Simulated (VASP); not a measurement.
# Y3Mg (Fm-3m) in VASP: notebook

Y3Mg is run at these levels: LDA; tasks: single point.

Program: VASP 6.6.1. These are calculated values, not measurements. Logs are shortened: lines on timing, memory, paths and dates and some standing lists are left out, and cuts for length are marked.

### 1 The cell of the first run

Symmetry: Fm-3m, No. 225, cubic system. The conventional cell has a = 7.704 Å, b = 7.704 Å, c = 7.704 Å, α = 90.00°, β = 90.00°, γ = 90.00°. Y (site symmetry m-3m) has 8 Y at 3.34 Å and 6 Mg at 3.85 Å within 4.4 Å. Within 4.4 Å of Y (site symmetry -43m) lie 10 Y at 3.34 to 3.85 Å and 4 Mg at 3.34 Å. Within 4.4 Å of Mg (site symmetry m-3m) lie 14 Y at 3.34 to 3.85 Å.

### 2 Single point, LDA

The input, INCAR:

```
PREC = Accurate
ENCUT = 520
EDIFF = 1E-6
ISMEAR = 1
SIGMA = 0.05
LREAL = False
LASPH = True
NELM = 100
ALGO = Normal
ISIF = 2
LWAVE = False
LCHARG = True
GGA = CA
LELF = True
LVHAR = True
NBANDS = 26
```

The input, KPOINTS:

```
regular mesh
0
Gamma
  5 5 5
```

The input, POSCAR:

```
Y3Mg
1.0
    0.0000000000      3.8521200821      3.8521200821
    3.8521200821      0.0000000000      3.8521200821
    3.8521200821      3.8521200821      0.0000000000
Y Mg
3 1
Direct
    0.5000000000      0.5000000000      0.5000000000
    0.2500000000      0.2500000000      0.2500000000
    0.7500000000      0.7500000000      0.7500000000
    0.0000000000      0.0000000000      0.0000000000
```

Potentials or basis: VASP PAW LDA potentials, release 64 (Y_sv, Mg).

The run is started by

```console
> cat potpaw_LDA.64/Y_sv/POTCAR potpaw_LDA.64/Mg/POTCAR > POTCAR
> mpirun -np 1 vasp_std > vasp.out
```

OUTCAR:

```text
PREC = Accurate
   ENCUT = 520
   EDIFF = 1E-6
   ISMEAR = 1
   LREAL = False
   LASPH = True
   NELM = 100
   ISIF = 2
   GGA = CA

 ion  position               nearest neighbor table
   1  0.500  0.500  0.500-   2 3.34   2 3.34   2 3.34   2 3.34   3 3.34   3 3.34   3 3.34   3 3.34
                             4 3.85   4 3.85   4 3.85   4 3.85   4 3.85   4 3.85
   2  0.250  0.250  0.250-   4 3.34   4 3.34   4 3.34   1 3.34   4 3.34   1 3.34   1 3.34   1 3.34
                             3 3.85   3 3.85   3 3.85   3 3.85   3 3.85   3 3.85
   3  0.750  0.750  0.750-   1 3.34   1 3.34   1 3.34   1 3.34   4 3.34   4 3.34   4 3.34   4 3.34
                             2 3.85   2 3.85   2 3.85   2 3.85   2 3.85   2 3.85
   4  0.000  0.000  0.000-   3 3.34   3 3.34   3 3.34   2 3.34   3 3.34   2 3.34   2 3.34   2 3.34
                             1 3.85   1 3.85   1 3.85   1 3.85   1 3.85   1 3.85

  LATTYP: Found a face centered cubic cell.
 ALAT       =     7.7042401642

  Lattice vectors:

 A1 = (   0.0000000000,   3.8521200821,   3.8521200821)
 A2 = (   3.8521200821,   0.0000000000,   3.8521200821)
 A3 = (   3.8521200821,   3.8521200821,   0.0000000000)

Analysis of symmetry for initial positions (statically):
=====================================================================
 Subroutine PRICEL returns:
 Original cell was already a primitive cell.

 Routine SETGRP: Setting up the symmetry group for a
 face centered cubic supercell.

 Subroutine GETGRP returns: Found 48 space group operations
[... 9 lines left out ...]

 Routine SETGRP: Setting up the symmetry group for a
 face centered cubic supercell.

 Subroutine GETGRP returns: Found 48 space group operations
 (whereof 48 operations were pure point group operations)
 out of a pool of 48 trial point group operations.

The dynamic configuration has the point symmetry O_h .

 Subroutine INISYM returns: Found 48 space group operations
 (whereof 48 operations are pure point group operations),
 and found     1 'primitive' translations

----------------------------------------------------------------------------------------

                                     Primitive cell

  volume of cell :     114.3219

  direct lattice vectors                    reciprocal lattice vectors
     0.000000000  3.852120082  3.852120082    -0.129798654  0.129798654  0.129798654
     3.852120082  0.000000000  3.852120082     0.129798654 -0.129798654  0.129798654
     3.852120082  3.852120082  0.000000000     0.129798654  0.129798654 -0.129798654

  length of vectors
     5.447720464  5.447720464  5.447720464     0.224817863  0.224817863  0.224817863

  position of ions in fractional coordinates (direct lattice)
[... 70 lines left out ...]
   EDIFFG = 0.1E-04   stopping-criterion for IOM
   NSW    =      0    number of steps for IOM
   IBRION =     -1    ionic relax: 0-MD 1-quasi-New 2-CG
   NFREE  =      0    steps in history (QN), initial steepest desc. (CG)
   ISIF   =      2    stress and relaxation
   ISYM   =      2    0-nonsym 1-usesym 2-fastsym
   POTIM  = 0.5000    time-step for ionic-motion
   TEBEG  =    0.0;   TEEND  =   0.0 temperature during run
   PSTRESS=    0.0 pullay stress
   NELECT =      35.0000    total number of electrons
   NUPDOWN=      -1.0000    fix difference up-down
   EMIN   =  10.00;   EMAX   =-10.00  energy-range for DOS
   EFERMI =   0.00;   METHOD = LEGACY
   ISMEAR =     1;   SIGMA  =   0.05  broadening in eV -4-tet -1-fermi 0-gaus
   EFERMI_NEDOS =   21; number of points for ismear=-14 and -15
   IALGO  =     38    algorithm
   IMIX   =      4    mixing-type and parameters
     AMIX     =   0.40;   BMIX     =  1.00
     AMIX_MAG =   1.60;   BMIX_MAG =  1.00
  volume/ion in A,a.u.               =      28.58       192.87
  Fermi-wavevector in a.u.,A,eV,Ry     =   1.103370  2.085066 16.564067  1.217425
  Thomas-Fermi vector in A             =   2.239827
   LORBIT       =      0    0 simple, 1 ext, 2 COOP (PROOUT), +10 PAW based schemes
   GGA     = CA    functional components
   LHFCALC =     F    Hartree Fock is set to
   AEXX    =    0.0000 exact exchange contribution
   IVDW    =     0    specifies the selected vdW correction
   LEPSILON=     F    determine dielectric tensor
   LRPA    =     F    only Hartree local field effects (RPA)
 non-spin polarized calculation
 Methfessel and Paxton  Order N= 1 SIGMA  =   0.05
  energy-cutoff  :      520.00
  volume of cell :      114.32
 maximum number of plane-waves:      3119
 NGX is ok and might be reduce to    42
   NGX = 21   NGY = 21   NGZ = 21

 number of electron      35.0000002 magnetization

 Free energy of the ion-electron system (eV)
  ---------------------------------------------------
  ext. energy  EPLUGINS =         0.00000000
  ---------------------------------------------------
  free energy    TOTEN  =       -22.51578328 eV

  energy without entropy =      -22.51506753  energy(sigma->0) =      -22.51554470

 E-fermi :   3.1620     XC(G=0):  -9.6892

 val. band max:        3.1394669015   @ k =   0.4000   0.4000   0.0000
 cond. band min:       3.1691282128   @ k =   0.2000   0.0000   0.0000
 fundamental gap:      0.0296613113
 Fermi energy:         3.1620069408

 k-point     1 :       0.0000    0.0000    0.0000
  band No.  band energies     occupation
      1     -39.4365      2.00000
      2     -39.3388      2.00000
      3     -39.2868      2.00000
      4     -19.6859      2.00000
      5     -19.6859      2.00000
      6     -19.6859      2.00000
[... 279 lines left out ...]
     25       5.8868      0.00000
     26       6.5378      0.00000

------------------------ aborting loop because EDIFF is reached ----------------------------------------

  FORCE on cell =-STRESS in cart. coord.  units (eV):
  Direction    XX          YY          ZZ          XY          YZ          ZX
  --------------------------------------------------------------------------------------
  -------------------------------------------------------------------------------------
  Total       -1.5581408     -1.5581408     -1.5581408     -0.0000000      0.0000000     -0.0000000
  in kB      -21.8367413    -21.8367413    -21.8367413     -0.0000000      0.0000000     -0.0000000
  external PRESSURE =     -21.8367413 kB  Pullay stress =       0.0000000 kB

 VOLUME and BASIS-vectors are now :
 -----------------------------------------------------------------------------
  energy-cutoff  :      520.00
  volume of cell :      114.32
      direct lattice vectors                 reciprocal lattice vectors
     0.000000000  3.852120082  3.852120082    -0.129798654  0.129798654  0.129798654
     3.852120082  0.000000000  3.852120082     0.129798654 -0.129798654  0.129798654
     3.852120082  3.852120082  0.000000000     0.129798654  0.129798654 -0.129798654

 POSITION                                       TOTAL-FORCE (eV/Angst)
 -----------------------------------------------------------------------------------
      3.85212      3.85212      3.85212         0.000000      0.000000      0.000000
      1.92606      1.92606      1.92606        -0.000000     -0.000000     -0.000000
      5.77818      5.77818      5.77818         0.000000     -0.000000      0.000000
      0.00000      0.00000      0.00000         0.000000      0.000000      0.000000
 -----------------------------------------------------------------------------------
    total drift:                               -0.000000     -0.000000     -0.000000

  FREE ENERGIE OF THE ION-ELECTRON SYSTEM (eV)
  ---------------------------------------------------
  free  energy   TOTEN  =       -22.5157832801 eV

  energy  without entropy=      -22.5150675326  energy(sigma->0) =      -22.51554470
```

OSZICAR:

```text
N       E                     dE             d eps       ncg     rms          rms(c)
DAV:   1     0.166064315687E+03    0.16606E+03   -0.16676E+04   520   0.123E+03
DAV:   2    -0.629601349173E+01   -0.17236E+03   -0.16659E+03   600   0.299E+02
DAV:   3    -0.225400766005E+02   -0.16244E+02   -0.15979E+02  1000   0.514E+01
DAV:   4    -0.232144444340E+02   -0.67437E+00   -0.67162E+00   664   0.116E+01
DAV:   5    -0.232480018976E+02   -0.33557E-01   -0.33538E-01   822   0.208E+00    0.388E+01
DAV:   6    -0.225835142742E+02    0.66449E+00   -0.12836E+00   578   0.467E+00    0.229E+01
DAV:   7    -0.225307787620E+02    0.52736E-01   -0.11373E+00   822   0.479E+00    0.287E+00
DAV:   8    -0.225178087768E+02    0.12970E-01   -0.15418E-01   652   0.181E+00    0.891E-01
DAV:   9    -0.225159370633E+02    0.18717E-02   -0.22116E-02   778   0.863E-01    0.276E-01
DAV:  10    -0.225157919251E+02    0.14514E-03   -0.20130E-03   710   0.291E-01    0.554E-02
DAV:  11    -0.225157853030E+02    0.66220E-05   -0.19812E-04   686   0.852E-02    0.270E-02
DAV:  12    -0.225157836438E+02    0.16592E-05   -0.13743E-05   768   0.249E-02    0.102E-02
DAV:  13    -0.225157832801E+02    0.36367E-06   -0.17815E-06   476   0.991E-03
   1 F= -.22515783E+02 E0= -.22515545E+02  d E =-.715747E-03
```

stdout:

```text
POSCAR found type information on POSCAR Y Mg
 POSCAR found :  2 types and       4 ions
 scaLAPACK will be used
 LDA part: xc-table for (Slater(with rela. corr.)+CA(PZ))
 , standard interpolation
 POSCAR, INCAR and KPOINTS ok, starting setup
 FFT: planning ... GRIDC
 FFT: planning ... GRID_SOFT
 FFT: planning ... GRID
 WAVECAR not read
 entering main loop
```

It took 18 s on 1 thread of Intel Xeon 6975P-C (Granite Rapids), shared host; peak memory 0.22 GiB.

What came out:

| Quantity | Value |
| --- | --- |
| Free energy | -22.5158 eV |
| Pressure | -2.2 GPa |

### 3 Single point, LDA

This run uses another cell than the first one, of 29.48 Å³/atom, 1.032 times its volume.

The input, INCAR:

```
SYSTEM = Y3Mg
ALGO = Normal
EDIFF = 1E-6
ENCUT = 520
GGA = CA
ISIF = 2
ISMEAR = 1
LASPH = .TRUE.
LCHARG = .FALSE.
LREAL = .FALSE.
LWAVE = .FALSE.
NBANDS = 26
NELM = 100
PREC = Accurate
SIGMA = 0.05
```

The input, KPOINTS:

```
k-points
0
G
  5 5 5
  0 0 0
```

The input, POSCAR:

```
Y3Mg
1.0
    0.0000000000      3.8922492210      3.8922492210
    3.8922492210      0.0000000000      3.8922492210
    3.8922492210      3.8922492210      0.0000000000
Y Mg
3 1
Direct
    0.5000000000      0.5000000000      0.5000000000
    0.2500000000      0.2500000000      0.2500000000
    0.7500000000      0.7500000000      0.7500000000
    0.0000000000      0.0000000000      0.0000000000
```

Potentials or basis: VASP PAW LDA potentials, release 64 (Y_sv, Mg).

The run is started by

```console
> cat potpaw_LDA.64/Y_sv/POTCAR potpaw_LDA.64/Mg/POTCAR > POTCAR
> mpirun -np 1 vasp_std > vasp.out
```

Run time: 20 s. Hardware: 1 thread of Intel Xeon 6975P-C (Granite Rapids), shared host; peak memory 0.22 GiB.

It converged, with:

```yaml
Free_energy: -22.4548 eV
Pressure: -3.2 GPa
```

Levels at points of the mesh, in eV from the Fermi level:
| k point | band 15 | band 16 | band 17 | band 18 | band 19 | band 20 |
| --- | --- | --- | --- | --- | --- | --- |
| (0.00, 0.00, 0.00) | -1.12 | -0.79 | -0.79 | -0.79 | 0.39 | 0.39 |

### 4 Single point, LDA

This run uses another cell than the first one, of 30.39 Å³/atom, 1.063 times its volume.

The input, INCAR:

```
SYSTEM = Y3Mg
PREC = Accurate ; ENCUT = 520
EDIFF = 1E-6 ; ISMEAR = 1
SIGMA = 0.05 ; LREAL = .False.
LASPH = .True. ; NELM = 60
ALGO = Normal ; ISIF = 2
LWAVE = .False. ; LCHARG = .False.
NBANDS = 26
```

The input, KPOINTS:

```
regular mesh
0
Gamma
  5 5 5
  0 0 0
```

The input, POSCAR:

```
Y3Mg
1.0
    0.0000000000      3.9315675309      3.9315675309
    3.9315675309      0.0000000000      3.9315675309
    3.9315675309      3.9315675309      0.0000000000
Y Mg
3 1
Direct
    0.5000000000      0.5000000000      0.5000000000
    0.2500000000      0.2500000000      0.2500000000
    0.7500000000      0.7500000000      0.7500000000
    0.0000000000      0.0000000000      0.0000000000
```

The run is started by

```console
> cat potpaw_LDA.64/Y_sv/POTCAR potpaw_LDA.64/Mg/POTCAR > POTCAR
> mpirun -np 1 vasp_std > vasp.out
```

It took 22 s on 1 thread of Intel Xeon 6975P-C (Granite Rapids), shared host; peak memory 0.23 GiB.

It converged, with:

```
Free energy : -22.3717 eV
Pressure    : -4.2 GPa
```

Levels at points of the mesh, in eV from the Fermi level:
```
           k point  band 15  band 16  band 17  band 18  band 19  band 20
(0.00, 0.00, 0.00)    -1.06    -0.77    -0.77    -0.77     0.36     0.36
```

### 5 Single point, LDA

This run uses another cell than the first one, of 31.29 Å³/atom, 1.095 times its volume.

The input, INCAR:

```
ALGO = Normal ; EDIFF = 1E-7
ENCUT = 520 ; GGA = CA
ISIF = 2 ; ISMEAR = 1
LASPH = True ; LCHARG = True
LELF = True ; LREAL = False
LVHAR = True ; LWAVE = False
NBANDS = 26 ; NELM = 80
PREC = Accurate ; SIGMA = 0.05
```

The input, KPOINTS:

```
k-points
0
Gamma
  5 5 5
```

The input, POSCAR:

```
Y3Mg
1.0
    0.0000000000      3.9701147687      3.9701147687
    3.9701147687      0.0000000000      3.9701147687
    3.9701147687      3.9701147687      0.0000000000
Y Mg
3 1
Direct
    0.5000000000      0.5000000000      0.5000000000
    0.2500000000      0.2500000000      0.2500000000
    0.7500000000      0.7500000000      0.7500000000
    0.0000000000      0.0000000000      0.0000000000
```

Potentials or basis: VASP PAW LDA potentials, release 64 (Y_sv, Mg).

The run is started by

```console
> cat potpaw_LDA.64/Y_sv/POTCAR potpaw_LDA.64/Mg/POTCAR > POTCAR
> mpirun -np 1 vasp_std > vasp.out
```

OUTCAR:

```text
EDIFF = 1E-7
   ENCUT = 520
   GGA = CA
   ISIF = 2
   ISMEAR = 1
   LASPH = True
   LREAL = False
   NELM = 80
   PREC = Accurate

 ion  position               nearest neighbor table
   1  0.500  0.500  0.500-   2 3.44   2 3.44   2 3.44   2 3.44   3 3.44   3 3.44   3 3.44   3 3.44
                             4 3.97   4 3.97   4 3.97   4 3.97   4 3.97   4 3.97
   2  0.250  0.250  0.250-   4 3.44   4 3.44   4 3.44   1 3.44   4 3.44   1 3.44   1 3.44   1 3.44
                             3 3.97   3 3.97   3 3.97   3 3.97   3 3.97   3 3.97
   3  0.750  0.750  0.750-   1 3.44   1 3.44   1 3.44   1 3.44   4 3.44   4 3.44   4 3.44   4 3.44
                             2 3.97   2 3.97   2 3.97   2 3.97   2 3.97   2 3.97
   4  0.000  0.000  0.000-   3 3.44   3 3.44   3 3.44   2 3.44   3 3.44   2 3.44   2 3.44   2 3.44
                             1 3.97   1 3.97   1 3.97   1 3.97   1 3.97   1 3.97

  LATTYP: Found a face centered cubic cell.
 ALAT       =     7.9402295374

  Lattice vectors:

 A1 = (   0.0000000000,   3.9701147687,   3.9701147687)
 A2 = (   3.9701147687,   0.0000000000,   3.9701147687)
 A3 = (   3.9701147687,   3.9701147687,   0.0000000000)

Analysis of symmetry for initial positions (statically):
[... 162 lines left out ...]

 E-fermi :   2.7282     XC(G=0):  -9.3473

 val. band max:        2.7166199938   @ k =  -0.2000   0.2000   0.0000
 cond. band min:       2.7391540454   @ k =   0.4000   0.4000   0.0000
 fundamental gap:      0.0225340516
 Fermi energy:         2.7282179263

 k-point     1 :       0.0000    0.0000    0.0000
  band No.  band energies     occupation
      1     -40.1036      2.00000
      2     -40.0580      2.00000
      3     -39.9812      2.00000
      4     -20.2911      2.00000
      5     -20.2911      2.00000
      6     -20.2911      2.00000
[... 279 lines left out ...]
     25       5.2252      0.00000
     26       5.8183      0.00000

------------------------ aborting loop because EDIFF is reached ----------------------------------------

  FORCE on cell =-STRESS in cart. coord.  units (eV):
  Direction    XX          YY          ZZ          XY          YZ          ZX
  --------------------------------------------------------------------------------------
  -------------------------------------------------------------------------------------
  Total       -3.8817533     -3.8817533     -3.8817533      0.0000000     -0.0000000      0.0000000
  in kB      -49.6934716    -49.6934716    -49.6934716      0.0000000     -0.0000000      0.0000000
  external PRESSURE =     -49.6934716 kB  Pullay stress =       0.0000000 kB

 VOLUME and BASIS-vectors are now :
 -----------------------------------------------------------------------------
  energy-cutoff  :      520.00
  volume of cell :      125.15
      direct lattice vectors                 reciprocal lattice vectors
     0.000000000  3.970114769  3.970114769    -0.125940944  0.125940944  0.125940944
     3.970114769  0.000000000  3.970114769     0.125940944 -0.125940944  0.125940944
     3.970114769  3.970114769  0.000000000     0.125940944  0.125940944 -0.125940944

 POSITION                                       TOTAL-FORCE (eV/Angst)
 -----------------------------------------------------------------------------------
      3.97011      3.97011      3.97011         0.000000      0.000000      0.000000
      1.98506      1.98506      1.98506        -0.000000     -0.000000     -0.000000
      5.95517      5.95517      5.95517         0.000000      0.000000      0.000000
      0.00000      0.00000      0.00000         0.000000      0.000000      0.000000
 -----------------------------------------------------------------------------------
    total drift:                               -0.000000     -0.000000     -0.000000

  FREE ENERGIE OF THE ION-ELECTRON SYSTEM (eV)
  ---------------------------------------------------
  free  energy   TOTEN  =       -22.2689230898 eV

  energy  without entropy=      -22.2694290868  energy(sigma->0) =      -22.26909176
```

OSZICAR:

```text
N       E                     dE             d eps       ncg     rms          rms(c)
DAV:   1     0.161776332498E+03    0.16178E+03   -0.16398E+04   520   0.121E+03
DAV:   2    -0.640693170781E+01   -0.16818E+03   -0.16315E+03   604   0.294E+02
DAV:   3    -0.224237714297E+02   -0.16017E+02   -0.15743E+02   998   0.497E+01
DAV:   4    -0.231236335241E+02   -0.69986E+00   -0.69657E+00   702   0.117E+01
DAV:   5    -0.231443459457E+02   -0.20712E-01   -0.20687E-01   806   0.176E+00    0.369E+01
DAV:   6    -0.223760282989E+02    0.76832E+00   -0.13439E+00   576   0.474E+00    0.229E+01
DAV:   7    -0.223107390826E+02    0.65289E-01   -0.16255E+00   734   0.513E+00    0.193E+00
DAV:   8    -0.222729095642E+02    0.37830E-01   -0.47907E-01   604   0.265E+00    0.829E-01
DAV:   9    -0.222733356285E+02   -0.42606E-03   -0.66440E-02   570   0.124E+00    0.101E+00
DAV:  10    -0.222690135533E+02    0.43221E-02   -0.18157E-02   632   0.598E-01    0.247E-01
DAV:  11    -0.222691840154E+02   -0.17046E-03   -0.41155E-03   752   0.404E-01    0.122E-01
DAV:  12    -0.222689197556E+02    0.26426E-03   -0.15112E-03   548   0.184E-01    0.395E-02
DAV:  13    -0.222689242515E+02   -0.44960E-05   -0.97343E-05   744   0.470E-02    0.200E-02
DAV:  14    -0.222689235328E+02    0.71871E-06   -0.52737E-06   868   0.112E-02    0.909E-03
DAV:  15    -0.222689231378E+02    0.39503E-06   -0.23461E-06   696   0.727E-03    0.499E-03
DAV:  16    -0.222689230898E+02    0.48013E-07   -0.19804E-07   486   0.352E-03
   1 F= -.22268923E+02 E0= -.22269092E+02  d E =0.505997E-03
```

It took 27 s on 1 thread of Intel Xeon 6975P-C (Granite Rapids), shared host; peak memory 0.23 GiB.

Results:

| Property | Result |
| --- | --- |
| Free energy | -22.2689 eV |
| Pressure | -5.0 GPa |

Levels at points of the mesh, in eV from the Fermi level:
| k point | band 15 | band 16 | band 17 | band 18 | band 19 | band 20 |
| --- | --- | --- | --- | --- | --- | --- |
| (0.00, 0.00, 0.00) | -1.01 | -0.75 | -0.75 | -0.75 | 0.33 | 0.33 |

(Continued in part 2 of 2.)
